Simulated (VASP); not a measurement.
# V (Im-3m) in VASP: notebook, part 2 of 2

VASP 6.6.1. The steps go on from the part before.

## (4) Relaxation of cell and atoms, PBEsol, target pressure 90 GPa, at which the enthalpy is minimised

This run uses another cell than the first one, of 9.96 Å³/atom.

The input, INCAR:

```
ALGO     = Normal         # electronic algorithm
EDIFF    = 1E-6           # SCF threshold, eV
EDIFFG   = -0.008         # ionic threshold
ENCUT    = 600            # plane-wave cutoff, eV
GGA      = PS             # functional
IBRION   = 2              # ionic algorithm
ISIF     = 3              # what is computed and relaxed
ISMEAR   = 0              # smearing method
LASPH    = T              # aspherical terms in the spheres
LCHARG   = F              # write CHGCAR
LREAL    = F              # projectors in reciprocal space
LWAVE    = F              # write WAVECAR
NELM     = 80             # most SCF steps
NSW      = 70             # ionic steps
PREC     = Accurate       # precision mode
PSTRESS  = 900.0        
SIGMA    = 0.1            # smearing width, eV
```

The input, KPOINTS:

```
k-points
0
Gamma
  22 22 22
```

The input, POSCAR:

```
V
1.0
   -1.3554362042      1.3554362042      1.3554362042
    1.3554362042     -1.3554362042      1.3554362042
    1.3554362042      1.3554362042     -1.3554362042
V
1
Direct
    0.0000000000      0.0000000000      0.0000000000
```

Potentials or basis: VASP PAW PBE potentials, release 64 (V_sv).

Command:

```
cat potpaw_PBE.64/V_sv/POTCAR > POTCAR
mpirun -np 1 vasp_std > vasp.out
```

OUTCAR:

```text
EDIFF = 1E-6
   EDIFFG = -0.008
   ENCUT = 600
   GGA = PS
   IBRION = 2
   ISIF = 3
   ISMEAR = 0
   LASPH = T
   LREAL = F
   NELM = 80
   NSW = 70
   PREC = Accurate
   PSTRESS = 900.0

 ion  position               nearest neighbor table
   1  0.000  0.000  0.000-

  LATTYP: Found a body centered cubic cell.
 ALAT       =     2.7108724084

  Lattice vectors:

 A1 = (  -1.3554362042,   1.3554362042,   1.3554362042)
 A2 = (   1.3554362042,  -1.3554362042,   1.3554362042)
 A3 = (   1.3554362042,   1.3554362042,  -1.3554362042)

Analysis of symmetry for initial positions (statically):
=====================================================================
 Subroutine PRICEL returns:
 Original cell was already a primitive cell.

[... 255 lines left out ...]
 cond. band min:      14.0442873843   @ k =  -0.2273   0.2273   0.1364
 fundamental gap:      0.0066052299
 Fermi energy:        14.0439411707

 k-point     1 :       0.0000    0.0000    0.0000
  band No.  band energies     occupation
      1     -49.3064      2.00000
      2     -21.8298      2.00000
      3     -21.8298      2.00000
      4     -21.8298      2.00000
      5       7.0931      2.00000
      6      14.4083      0.00000
      7      14.4083      0.00000
      8      14.4083      0.00000
      9      17.3535      0.00000
     10      17.3535      0.00000
[... 287 lines left out ...]
 k-point    24 :       0.1364    0.0909    0.0000
  band No.  band energies     occupation
      1     -49.0898      2.00000
      2     -22.6458      2.00000
      3     -22.0328      2.00000
      4     -21.8958      2.00000
      5       8.9699      2.00000
      6      13.6201      2.00000
      7      13.7970      1.99952
      8      16.1685      0.00000
      9      16.6113      0.00000
     10      17.5862      0.00000

 [... further k-points ...]

------------------------ aborting loop because EDIFF is reached ----------------------------------------

  FORCE on cell =-STRESS in cart. coord.  units (eV):
  Direction    XX          YY          ZZ          XY          YZ          ZX
  --------------------------------------------------------------------------------------
  -------------------------------------------------------------------------------------
  Total        5.5228914      5.5228914      5.5228914      0.0000000     -0.0000000     -0.0000000
  in kB      898.9096045    898.9096045    898.9096045      0.0000000     -0.0000000     -0.0000000
  external PRESSURE =      -1.0903955 kB  Pullay stress =     900.0000000 kB
[... 20 lines left out ...]
  energy  without entropy=       -8.9217492595  energy(sigma->0) =       -8.92513450

  enthalpy is  TOTEN    =        -3.3989289706 eV   P V=        5.5295907755

 reached required accuracy - stopping structural energy minimisation
```

OSZICAR:

```text
N       E                     dE             d eps       ncg     rms          rms(c)
DAV:   1     0.917567874699E+02    0.91757E+02   -0.79269E+03  6570   0.164E+03
DAV:   2    -0.856343001908E+01   -0.10032E+03   -0.97863E+02  6718   0.395E+02
DAV:   3    -0.994475254777E+01   -0.13813E+01   -0.13565E+01  6726   0.550E+01
[... 22 lines left out ...]
DAV:   4    -0.892850881908E+01    0.68479E-03   -0.30856E-03  6562   0.849E-01    0.701E-02
DAV:   5    -0.892851585982E+01   -0.70407E-05   -0.37713E-05  6634   0.960E-02    0.385E-02
DAV:   6    -0.892852124400E+01   -0.53842E-05   -0.11945E-06  3358   0.191E-02    0.151E-02
DAV:   7    -0.892851992827E+01    0.13157E-05   -0.36731E-07  3280   0.117E-02    0.139E-03
DAV:   8    -0.892851974609E+01    0.18218E-06   -0.26946E-08  3280   0.332E-03
   3 F= -.33989290E+01 E0= -.33955437E+01  d E =-.210861E-02
```

It took 90 s on 1 thread of Intel Xeon 8259CL, shared host; peak memory 0.17 GiB.

What came out:

| Quantity | Value |
| --- | --- |
| Free energy | -8.9285 eV |
| Relaxed volume | 9.84 Å³/atom |
| Relaxed cell | a = 2.338 Å, b = 2.338 Å, c = 2.338 Å, α = 109.47°, β = 109.47°, γ = 109.47° |
| Space group after relaxing (to 0.1 Å) | Im-3m (No. 229) |
| Energy change on relaxing (the run minimises the enthalpy) | +63.7 meV/atom |
| Ionic steps | 3 |
| Pressure after relaxing | 89.9 GPa |
| Band gap on the k mesh | zero (an odd number of electrons rules out a gap without spin polarisation) |

The path:
```tsv
step	energy change (eV)	largest force (eV/Å)	pressure (GPa)	volume (Å³)
1	0.0000	0.0000	84.33	9.96
2	0.3015	0.0000	110.02	9.46
3	0.0637	0.0000	89.89	9.84
```

Final structure:
```
CELL_PARAMETERS angstrom
-1.35010 1.35010 1.35010
1.35010 -1.35010 1.35010
1.35010 1.35010 -1.35010
ATOMIC_POSITIONS crystal
V 0.00000 0.00000 0.00000
```

Levels at points of the mesh, in eV from the Fermi level:
| k point | band 3 | band 4 | band 5 | band 6 | band 7 | band 8 | band 9 | band 10 |
| --- | --- | --- | --- | --- | --- | --- | --- | --- |
| (0.00, 0.00, 0.00) | -35.87 | -35.87 | -6.95 | 0.36 | 0.36 | 0.36 | 3.31 | 3.31 |
| (0.50, 0.00, 0.00) | -36.56 | -35.91 | -4.48 | -1.99 | 3.34 | 3.45 | 3.96 | 6.10 |
| (0.50, 0.50, 0.50) | -37.39 | -37.39 | -4.86 | -4.86 | 5.47 | 5.47 | 5.47 | 13.71 |

Caveat: the cell is relaxed towards a set pressure, so the run minimises the enthalpy, not the energy; the PAW data sets were made with another functional, which shifts forces and pressure a little.

## (5) Overview

| cell | k mesh | gap on the mesh (eV) | pressure (GPa) |
| --- | --- | --- | --- |
| relaxed to 12 GPa from a = 2.516 Å, angles 109.5°, 1 atom | 20 × 20 × 20 | none | 12.0 |
| relaxed to 4 GPa from a = 2.546 Å, angles 109.5°, 1 atom | 20 × 20 × 20 | none | 4.1 |
| relaxed to 90 GPa from a = 2.348 Å, angles 109.5°, 1 atom | 22 × 22 × 22 | none | 89.9 |

Alike in all rows: task relaxation of cell and atoms; level PBEsol; potentials or basis VASP PAW PBE potentials, release 64 (V_sv); no spin polarisation; cutoff (eV) 600; smearing gaussian 0.1 eV.

Caveats: the cell is relaxed towards a set pressure, so the run minimises the enthalpy, not the energy; the PAW data sets were made with another functional, which shifts forces and pressure a little.

Absolute energies hang on the potentials; compare differences alone.
